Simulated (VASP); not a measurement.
A run of VASP 6.6.1 is set up as follows.

The input INCAR:

```
SYSTEM = Mg2CdO3
PREC = Accurate
ENCUT = 600
EDIFF = 1E-7
ISMEAR = 0
SIGMA = 0.1
LREAL = .FALSE.
LASPH = .TRUE.
NELM = 80
ALGO = Normal
ISIF = 3
LWAVE = .FALSE.
LCHARG = .FALSE.
GGA = PE
IBRION = 2
NSW = 90
EDIFFG = -0.04
```

File KPOINTS:

```
Automatic mesh
0
G
  6 6 2
  0 0 0
```

POSCAR

```
Mg2CdO3
1.0
    3.4243900100      0.0000000000      0.0000000000
   -1.7121950100      2.9656087400      0.0000000000
    0.0000000000      0.0000000000      8.3880082100
Mg Cd O
2 1 3
Direct
    0.3333333300      0.6666666700      0.6666666700
    0.6666666700      0.3333333300      0.3333333300
    0.0000000000      0.0000000000      0.0000000000
    0.0000000000      0.0000000000      0.5000000000
    0.3333333300      0.6666666700      0.1666666700
    0.6666666700      0.3333333300      0.8333333300
```

Potentials or basis: VASP PAW PBE potentials, release 64 (Mg, Cd, O).

The run is started by

```console
$ cat potpaw_PBE.64/Mg/POTCAR potpaw_PBE.64/Cd/POTCAR potpaw_PBE.64/O/POTCAR > POTCAR
$ mpirun -np 1 vasp_std > vasp.out
```

Question: What does it give for the relaxed volume?

Answer: 10.91 Å³/atom.

Question: What does it give for the band gap on the k mesh?

Answer: 1.92 eV (least direct gap 2.07 eV).

Question: Predict the relaxed cell.

Answer: a = 3.116 Å, b = 3.116 Å, c = 7.788 Å, α = 90.00°, β = 90.00°, γ = 120.00°.

Question: Predict the space group after relaxing (to 0.1 Å).

Answer: P-3m1 (No. 164).

Forces in eV/Å, atoms in the order of the input:
```
Mg   0.000  0.000 -0.003
Mg   0.000  0.000  0.003
Cd   0.000  0.000  0.000
O    0.000  0.000  0.000
O    0.000  0.000  0.000
O    0.000  0.000  0.000
```

Caveat: the volume moved by over 15 % at a fixed basis, so the end points are rough. A k mesh can miss the band edges.
